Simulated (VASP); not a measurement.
# Li2Pd (fluorite type) (Fm-3m) in VASP: further runs

Runs on Li2Pd (fluorite type). Level: LDA. Tasks: single point, relaxation of cell and atoms.

Program: VASP 6.6.1. These are calculated values, not measurements. Logs are shortened: lines on timing, memory, paths and dates and some standing lists are left out, and cuts for length are marked.

### Step 1. The cell of the first run

It takes space group Fm-3m (No. 225, cubic). The conventional cell has a = 5.797 Å, b = 5.797 Å, c = 5.797 Å, α = 90.00°, β = 90.00°, γ = 90.00°. Within 3.3 Å of Pd (site symmetry m-3m) lie 8 Li at 2.51 Å. Li (site symmetry -43m) has 4 Pd at 2.51 Å and 6 Li at 2.90 Å within 3.3 Å.

### Step 2. Single point, LDA

Input file INCAR:

```
SYSTEM = Li2Pd
ALGO = Normal
EDIFF = 1E-6
ENCUT = 520
ISIF = 2
ISMEAR = -1
LASPH = .True.
LCHARG = .True.
LELF = .True.
LREAL = .False.
LVHAR = .True.
LWAVE = .False.
NBANDS = 15
NELM = 100
PREC = Accurate
SIGMA = 0.05
```

Input file KPOINTS:

```
k-points
0
Gamma
  11 11 11
  0 0 0
```

Input file POSCAR:

```
Li2Pd
1.0
    0.0000000000      2.8982957484      2.8982957484
    2.8982957484      0.0000000000      2.8982957484
    2.8982957484      2.8982957484      0.0000000000
Pd Li
1 2
Direct
    0.0000000000      0.0000000000      0.0000000000
    0.2500000000      0.2500000000      0.2500000000
    0.7500000000      0.7500000000      0.7500000000
```

Potentials or basis: VASP PAW LDA potentials, release 64 (Pd, Li_sv).

The run is started by

```bash
cat potpaw_LDA.64/Pd/POTCAR potpaw_LDA.64/Li_sv/POTCAR > POTCAR
mpirun -np 1 vasp_std > vasp.out
```

OUTCAR:

```text
SYSTEM = Li2Pd
   EDIFF = 1E-6
   ENCUT = 520
   ISIF = 2
   ISMEAR = -1
   LASPH = .True.
   LREAL = .False.
   NELM = 100
   PREC = Accurate

 ion  position               nearest neighbor table
   1  0.000  0.000  0.000-   2 2.51   3 2.51   3 2.51   3 2.51   3 2.51   2 2.51   2 2.51   2 2.51

   2  0.250  0.250  0.250-   1 2.51   1 2.51   1 2.51   1 2.51
   3  0.750  0.750  0.750-   1 2.51   1 2.51   1 2.51   1 2.51

  LATTYP: Found a face centered cubic cell.
 ALAT       =     5.7965914968

  Lattice vectors:

 A1 = (   0.0000000000,   2.8982957484,   2.8982957484)
 A2 = (   2.8982957484,   0.0000000000,   2.8982957484)
 A3 = (   2.8982957484,   2.8982957484,   0.0000000000)

Analysis of symmetry for initial positions (statically):
=====================================================================
 Subroutine PRICEL returns:
 Original cell was already a primitive cell.

 Routine SETGRP: Setting up the symmetry group for a
 face centered cubic supercell.

 Subroutine GETGRP returns: Found 48 space group operations
 (whereof 48 operations were pure point group operations)
 out of a pool of 48 trial point group operations.

The static configuration has the point symmetry O_h .

Analysis of symmetry for dynamics (positions and initial velocities):
=====================================================================
 Subroutine PRICEL returns:
 Original cell was already a primitive cell.

 Routine SETGRP: Setting up the symmetry group for a
 face centered cubic supercell.

 Subroutine GETGRP returns: Found 48 space group operations
 (whereof 48 operations were pure point group operations)
 out of a pool of 48 trial point group operations.

The dynamic configuration has the point symmetry O_h .

 Subroutine INISYM returns: Found 48 space group operations
 (whereof 48 operations are pure point group operations),
 and found     1 'primitive' translations

----------------------------------------------------------------------------------------

                                     Primitive cell

  volume of cell :      48.6921

  direct lattice vectors                    reciprocal lattice vectors
     0.000000000  2.898295748  2.898295748    -0.172515176  0.172515176  0.172515176
     2.898295748  0.000000000  2.898295748     0.172515176 -0.172515176  0.172515176
     2.898295748  2.898295748  0.000000000     0.172515176  0.172515176 -0.172515176

  length of vectors
     4.098809155  4.098809155  4.098809155     0.298805049  0.298805049  0.298805049

  position of ions in fractional coordinates (direct lattice)
     0.000000000  0.000000000  0.000000000
     0.250000000  0.250000000  0.250000000
     0.750000000  0.750000000  0.750000000

  ion indices of the primitive-cell ions
   primitive index   ion index
                 1           1
                 2           2
                 3           3

----------------------------------------------------------------------------------------

 KPOINTS: k-points

Automatic generation of k-mesh.
 Grid dimensions read from file:
 generate k-points for:   11   11   11

 Generating k-lattice:

  Cartesian coordinates                     Fractional coordinates (reciprocal lattice)
    -0.015683198  0.015683198  0.015683198     0.090909091  0.000000000  0.000000000
     0.015683198 -0.015683198  0.015683198     0.000000000  0.090909091  0.000000000
     0.015683198  0.015683198 -0.015683198     0.000000000  0.000000000  0.090909091

  Length of vectors
     0.027164095  0.027164095  0.027164095

  Shift w.r.t. Gamma in fractional coordinates (k-lattice)
     0.000000000  0.000000000  0.000000000

 Subroutine IBZKPT returns following result:
 ===========================================

 Found     56 irreducible k-points:

 Following reciprocal coordinates:
            Coordinates               Weight
  0.000000  0.000000  0.000000      1.000000
  0.090909  0.000000  0.000000      8.000000
  0.181818  0.000000  0.000000      8.000000
  0.272727  0.000000  0.000000      8.000000
  0.363636  0.000000  0.000000      8.000000
  0.454545  0.000000  0.000000      8.000000
[... 16 lines left out ...]
 -0.272727  0.181818  0.000000     24.000000
 -0.181818  0.181818  0.000000     12.000000
 [... further k-points ...]
   k-points           NKPTS =     56   k-points in BZ     NKDIM =     56   number of bands    NBANDS=     15
   number of dos      NEDOS =    301   number of ions     NIONS =      3
   total plane-waves  NPLWV =  27000
   dimension x,y,z NGX =    30 NGY =   30 NGZ =   30
   dimension x,y,z NGXF=    60 NGYF=   60 NGZF=   60
   ions per type =               1   2
   NGX,Y,Z   is equivalent  to a cutoff of  12.17, 12.17, 12.17 a.u.
   NGXF,Y,Z  is equivalent  to a cutoff of  24.34, 24.34, 24.34 a.u.
 SYSTEM =  Li2Pd
   PREC   = accura    normal or accurate (medium, high low for compatibility)
   ISTART =      0    job   : 0-new  1-cont  2-samecut
   ICHARG =      2    charge: 1-file 2-atom 10-const
   ISPIN  =      1    spin polarized calculation?
   LNONCOLLINEAR =      F non collinear calculations
   LSORBIT =      F    spin-orbit coupling
   LASPH  =      T    aspherical Exc in radial PAW
   ENCUT  =  520.0 eV  38.22 Ry    6.18 a.u.   7.62  7.62  7.62*2*pi/ulx,y,z
   NELM   =    100;   NELMIN=  2; NELMDL= -5     # of ELM steps
   EDIFF  = 0.1E-05   stopping-criterion for ELM
   LREAL  =      F    real-space projection
   EDIFFG = 0.1E-04   stopping-criterion for IOM
   NSW    =      0    number of steps for IOM
   IBRION =     -1    ionic relax: 0-MD 1-quasi-New 2-CG
   NFREE  =      0    steps in history (QN), initial steepest desc. (CG)
   ISIF   =      2    stress and relaxation
   ISYM   =      2    0-nonsym 1-usesym 2-fastsym
   POTIM  = 0.5000    time-step for ionic-motion
   TEBEG  =    0.0;   TEEND  =   0.0 temperature during run
   PSTRESS=    0.0 pullay stress
   NELECT =      16.0000    total number of electrons
   NUPDOWN=      -1.0000    fix difference up-down
   EMIN   =  10.00;   EMAX   =-10.00  energy-range for DOS
   EFERMI =   0.00;   METHOD = LEGACY
   ISMEAR =    -1;   SIGMA  =   0.05  broadening in eV -4-tet -1-fermi 0-gaus
   EFERMI_NEDOS =   21; number of points for ismear=-14 and -15
   IALGO  =     38    algorithm
   IMIX   =      4    mixing-type and parameters
     AMIX     =   0.40;   BMIX     =  1.00
     AMIX_MAG =   1.60;   BMIX_MAG =  1.00
  volume/ion in A,a.u.               =      16.23       109.53
  Fermi-wavevector in a.u.,A,eV,Ry     =   1.129697  2.134819 17.363976  1.276216
  Thomas-Fermi vector in A             =   2.266392
   LORBIT       =      0    0 simple, 1 ext, 2 COOP (PROOUT), +10 PAW based schemes
   GGA     = CA    functional components
   LHFCALC =     F    Hartree Fock is set to
   AEXX    =    0.0000 exact exchange contribution
   IVDW    =     0    specifies the selected vdW correction
   LEPSILON=     F    determine dielectric tensor
   LRPA    =     F    only Hartree local field effects (RPA)
 non-spin polarized calculation
  energy-cutoff  :      520.00
  volume of cell :       48.69
 maximum number of plane-waves:      1363
   NGX = 15   NGY = 15   NGZ = 15

 number of electron      15.9999982 magnetization

 Free energy of the ion-electron system (eV)
  ---------------------------------------------------
  ext. energy  EPLUGINS =         0.00000000
  ---------------------------------------------------
  free energy    TOTEN  =       -10.71571807 eV

  energy without entropy =      -10.71211401  energy(sigma->0) =      -10.71391604

 E-fermi :   2.6935     XC(G=0):  -9.3730

 val. band max:        2.6630041497   @ k =  -0.3636   0.4545   0.0909
 cond. band min:       2.7743464930   @ k =   0.4545   0.0000   0.0000
 fundamental gap:      0.1113423433
 Fermi energy:         2.6935078741

 k-point     1 :       0.0000    0.0000    0.0000
  band No.  band energies     occupation
      1     -41.4865      2.00000
      2     -41.4462      2.00000
      3      -1.1660      2.00000
      4       0.4780      2.00000
      5       0.4780      2.00000
      6       0.4780      2.00000
      7       1.2104      2.00000
      8       1.2104      2.00000
      9      11.1419      0.00000
     10      11.1419      0.00000
     11      11.1419      0.00000
     12      11.3376      0.00000
     13      11.3376      0.00000
     14      11.3376      0.00000
     15      13.2116      0.00000

 k-point     2 :       0.0909    0.0000    0.0000
  band No.  band energies     occupation
      1     -41.4854      2.00000
      2     -41.4469      2.00000
      3      -1.0742      2.00000
      4       0.4933      2.00000
      5       0.5058      2.00000
      6       0.5058      2.00000
      7       1.2016      2.00000
      8       1.2016      2.00000
      9       9.3238      0.00000
     10      10.3902      0.00000
     11      10.3902      0.00000
     12      12.1654      0.00000
     13      12.1654      0.00000
     14      12.6878      0.00000
     15      13.0081      0.00000

 k-point     3 :       0.1818    0.0000    0.0000
  band No.  band energies     occupation
      1     -41.4828      2.00000
      2     -41.4492      2.00000
      3      -0.8061      2.00000
      4       0.5433      2.00000
      5       0.5726      2.00000
      6       0.5726      2.00000
      7       1.1904      2.00000
      8       1.1904      2.00000
      9       7.4188      0.00000
     10       9.6478      0.00000
     11       9.6478      0.00000
     12      12.2860      0.00000
     13      12.2860      0.00000
     14      12.8966      0.00000
     15      13.4853      0.00000

 k-point     4 :       0.2727    0.0000    0.0000
  band No.  band energies     occupation
      1     -41.4788      2.00000
      2     -41.4528      2.00000
      3      -0.3956      2.00000
      4       0.6334      2.00000
      5       0.6334      2.00000
      6       0.6580      2.00000
      7       1.2138      2.00000
      8       1.2138      2.00000
      9       5.6627      0.00000
     10       9.0052      0.00000
     11       9.0052      0.00000
     12      11.8213      0.00000
     13      11.8213      0.00000
     14      12.9105      0.00000
     15      14.5480      0.00000
[... 307 lines left out ...]
 k-point    22 :      -0.3636    0.1818    0.0000
  band No.  band energies     occupation
      1     -41.4690      2.00000
      2     -41.4617      2.00000
      3       0.4107      2.00000
      4       0.6087      2.00000
      5       0.8229      2.00000
      6       1.0049      2.00000
      7       1.2175      2.00000
      8       1.7793      2.00000
      9       3.5419      0.00000
     10       6.4881      0.00000
     11       7.7234      0.00000
     12      11.4770      0.00000
     13      12.3160      0.00000
     14      14.4136      0.00000
     15      15.4326      0.00000

 k-point    23 :      -0.2727    0.1818    0.0000
  band No.  band energies     occupation
      1     -41.4736      2.00000
      2     -41.4574      2.00000
      3       0.1742      2.00000
      4       0.6213      2.00000
      5       0.7559      2.00000
      6       0.8141      2.00000
      7       1.0965      2.00000
      8       1.5050      2.00000
      9       4.7258      0.00000
     10       6.5439      0.00000
     11       8.4964      0.00000
     12      11.7001      0.00000
     13      12.1296      0.00000
     14      14.2609      0.00000
     15      14.5645      0.00000

 k-point    24 :      -0.1818    0.1818    0.0000
  band No.  band energies     occupation
      1     -41.4778      2.00000
      2     -41.4537      2.00000
      3      -0.2539      2.00000
      4       0.6290      2.00000
      5       0.6358      2.00000
      6       0.7327      2.00000
      7       1.0732      2.00000
      8       1.3642      2.00000
      9       5.9462      0.00000
     10       7.0387      0.00000
     11       9.4122      0.00000
     12      11.9161      0.00000
     13      11.9712      0.00000
     14      13.4768      0.00000
     15      13.9199      0.00000

 [... further k-points ...]
[... 5 lines left out ...]
  --------------------------------------------------------------------------------------
  -------------------------------------------------------------------------------------
  Total        0.0104911      0.0104911      0.0104911      0.0000000      0.0000000      0.0000000
  in kB        0.3452015      0.3452015      0.3452015      0.0000000      0.0000000      0.0000000
  external PRESSURE =       0.3452015 kB  Pullay stress =       0.0000000 kB

 VOLUME and BASIS-vectors are now :
 -----------------------------------------------------------------------------
  energy-cutoff  :      520.00
  volume of cell :       48.69
      direct lattice vectors                 reciprocal lattice vectors
     0.000000000  2.898295748  2.898295748    -0.172515176  0.172515176  0.172515176
     2.898295748  0.000000000  2.898295748     0.172515176 -0.172515176  0.172515176
     2.898295748  2.898295748  0.000000000     0.172515176  0.172515176 -0.172515176

 POSITION                                       TOTAL-FORCE (eV/Angst)
 -----------------------------------------------------------------------------------
      0.00000      0.00000      0.00000        -0.000000     -0.000000      0.000000
      1.44915      1.44915      1.44915        -0.000000     -0.000000     -0.000000
      4.34744      4.34744      4.34744         0.000000      0.000000      0.000000
 -----------------------------------------------------------------------------------
    total drift:                                0.000000     -0.000000      0.000000

  FREE ENERGIE OF THE ION-ELECTRON SYSTEM (eV)
  ---------------------------------------------------
  free  energy   TOTEN  =       -10.7157180737 eV

  energy  without entropy=      -10.7121140066  energy(sigma->0) =      -10.71391604
```

It took 29 s on 1 thread of Intel Xeon Platinum 8375C at 2.90GHz (Ice Lake), shared host; peak memory 0.17 GiB.

Results:

| Quantity | Value |
| --- | --- |
| Free energy | -10.7157 eV |
| Band gap on the k mesh | zero (band 8 reaches 2.83 eV, above the bottom of band 9 at 2.52 eV) |

Levels at points of the mesh, in eV from the Fermi level:
| k point | band 4 | band 5 | band 6 | band 7 | band 8 | band 9 | band 10 | band 11 | band 12 | band 13 |
| --- | --- | --- | --- | --- | --- | --- | --- | --- | --- | --- |
| (0.00, 0.00, 0.00) | -2.22 | -2.22 | -2.22 | -1.48 | -1.48 | 8.45 | 8.45 | 8.45 | 8.64 | 8.64 |

Caveat: the cutoff is under 1.25 times the usual one of these potentials, so pressure, stress and relaxed cells hold a basis-set (Pulay) error.

### Step 3. Single point, LDA

Input file INCAR:

```
  PREC = Accurate
  ENCUT = 520
  EDIFF = 1E-6
  ISMEAR = -1
  SIGMA = 0.05
  LREAL = F
  LASPH = T
  NELM = 60
  ALGO = Normal
  ISIF = 2
  LWAVE = F
  LCHARG = F
  NBANDS = 15
```

Input file KPOINTS:

```
regular mesh
0
Gamma
  11 11 11
```

POSCAR is that of step 2.

Potentials or basis: VASP PAW LDA potentials, release 64 (Pd, Li_sv).

The run is started by

```bash
cat potpaw_LDA.64/Pd/POTCAR potpaw_LDA.64/Li_sv/POTCAR > POTCAR
mpirun -np 1 vasp_std > vasp.out
```

It took 43 s on 1 thread of Intel Xeon Platinum 8375C at 2.90GHz (Ice Lake), shared host; peak memory 0.17 GiB.

The run converged. Its results:

| Property | Result |
| --- | --- |
| Free energy | -10.7157 eV |
| Band gap on the k mesh | zero (band 8 reaches 2.83 eV, above the bottom of band 9 at 2.52 eV) |

Levels at points of the mesh, in eV from the Fermi level:
```csv
k point,band 5,band 6,band 7,band 8,band 9,band 10,band 11,band 12
"(0.00, 0.00, 0.00)",-2.22,-2.22,-1.48,-1.48,8.45,8.45,8.45,8.64
```

Caveat: the cutoff is under 1.25 times the usual one of these potentials, so pressure, stress and relaxed cells hold a basis-set (Pulay) error.

### Step 4. Relaxation of cell and atoms, LDA

Input file INCAR:

```
  PREC = Accurate
  ENCUT = 600
  EDIFF = 1E-6
  ISMEAR = -1
  SIGMA = 0.05
  LREAL = F
  LASPH = T
  NELM = 60
  ALGO = Normal
  ISIF = 3
  LWAVE = F
  LCHARG = F
  GGA = CA
  IBRION = 2
  NSW = 32
  EDIFFG = -0.005
```

Input file KPOINTS:

```
Automatic mesh
0
Gamma
  11 11 11
```

POSCAR is that of step 3.

The run is started by

```bash
cat potpaw_LDA.64/Pd/POTCAR potpaw_LDA.64/Li_sv/POTCAR > POTCAR
mpirun -np 1 vasp_std > vasp.out
```

Wall time 59 s (1 thread of Intel Xeon Platinum 8375C at 2.90GHz (Ice Lake), shared host); peak memory 0.19 GiB.

The run converged. Its results:

```
Free energy             : -10.7151 eV
Pressure after relaxing : 0.0 GPa
Band gap on the k mesh  : zero (band 8 reaches 2.83 eV, above the bottom of band 9 at 2.52 eV)
```

Final structure:
```
Pd Li
1.0
     0.00000    2.89830    2.89830
     2.89830    0.00000    2.89830
     2.89830    2.89830    0.00000
Pd Li
1 2
Cartesian
  0.0000 0.0000 0.0000
  1.4491 1.4491 1.4491
  4.3474 4.3474 4.3474
```

Levels at points of the mesh, in eV from the Fermi level:
```
           k point  band 5  band 6  band 7  band 8  band 9  band 10  band 11  band 12
(0.00, 0.00, 0.00)   -2.22   -2.22   -1.48   -1.48    8.45     8.45     8.45     8.64
```

Caveat: the cutoff is under 1.25 times the usual one of these potentials, so pressure, stress and relaxed cells hold a basis-set (Pulay) error; the relaxation stopped at its first step, so nothing moved.
